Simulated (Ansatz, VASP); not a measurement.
# Al7RhN8: VASP beside Ansatz

```xyz
16
Lattice="6.2200 0.0000 0.0000 -3.1100 5.3867 0.0000 0.0000 0.0000 4.9800" Properties=species:S:1:pos:R:3 pbc="T T T"
Rh    1.5523    0.9011   -0.1643
Al    0.0161    3.6044    0.0324
Al    4.6624    0.8772    0.0336
Al    3.0897    3.6041    0.0318
Al   -0.0275    1.8124    2.4791
Al   -1.5576    4.4641    2.4775
Al    3.1319    1.8123    2.4784
Al    1.5531    4.4905    2.5041
N     1.5520    0.9015    2.0369
N     0.0099    3.6008    1.9013
N     4.6623    0.8854    1.9021
N     3.0957    3.6005    1.9009
N    -0.1379    1.8754    4.3600
N    -1.5568    4.3361    4.3576
N     3.2425    1.8745    4.3593
N     1.5528    4.4906    4.3930
```

Alike in both runs: functional PBEsol; k mesh 3 × 3 × 4; occupations gaussian, width 0.05 eV; collinear spin; Hubbard terms Rh d U = 2.0 eV.

Ansatz relaxed the structure, and its values are those at the end. VASP's run is a single point on that final structure, the one shown.

```csv
,VASP,Ansatz
version,VASP 6.6.1,Ansatz 0.2.0
potentials or method,"VASP PAW PBE potentials, release 64 (Rh_pv, Al, N), cutoff 520 eV","scalar-relativistic, plane waves, PAW"
valence electrons in the cell,76,78
```

|  | VASP | Ansatz | Ansatz less VASP |
| --- | --- | --- | --- |
| gap on the k mesh at the Fermi level (eV) | none | none | - |
| pressure (GPa) | 6.6 | 6.9 | +0.28 |
| rms of the force components (eV/Å) | 0.036 | 0.008 | -0.0276 |
| net moment per atom (μB) | 0.09 | 0.09 | 0.000 |
| size of the moment on the site where the two differ most (μB) | 0.94 | 0.73 | -0.209 |

VASP's potentials were made for PBE, not for PBEsol. Site moments also hang on the region over which each program counts them. The programs project onto different local orbitals, so the same U acts differently, and such runs can settle in different states. A gap of «none» marks a metal or a gap that the smearing closes. VASP's potentials hold 76 valence electrons a cell and Ansatz's 78, so a difference there can come from the potentials and not from the codes. Ansatz's warnings: filled band counts differ across k points, stress scf threshold loose.

The k mesh is coarse, so the values compare programs but aren't converged.
